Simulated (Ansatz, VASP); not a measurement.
One calculation of Si, two programs

```xyz
2
Lattice="0.0000 2.7136 2.7136 2.7136 0.0000 2.7136 2.7136 2.7136 0.0000" Properties=species:S:1:pos:R:3 pbc="T T T"
Si    4.0485    4.0522    4.0491
Si    2.6917    2.6951    2.6925
```

Alike in both runs: functional LDA; k mesh 7 × 7 × 7; no spin polarisation.

Ansatz relaxed the structure, and its values are those at the end. VASP's run is a single point on that final structure, the one shown.

```csv
,VASP,Ansatz
version,VASP 6.6.1,Ansatz 0.2.0
potentials or method,"VASP PAW LDA potentials, release 64 (Si)","PAW with Ansatz's default frozen-core files, scalar-relativistic"
plane-wave cutoff (eV),520,420
occupations,"methfessel-paxton of order 1, width 0.05 eV","cold, width 0.05 eV"
valence electrons in the cell,8,8
```

Ansatz gave:

* gap on the k mesh at the Fermi level (eV): 0.46
* pressure (GPa): -1.3

**Question.** Estimate VASP's values.

**Answer.** gap on the k mesh at the Fermi level (eV): 0.46; pressure (GPa): -1.2.

LDA's correlation is that of Perdew and Zunger in VASP and of Perdew and Wang (1992) in Ansatz. Ansatz's warnings: stress scf threshold loose.
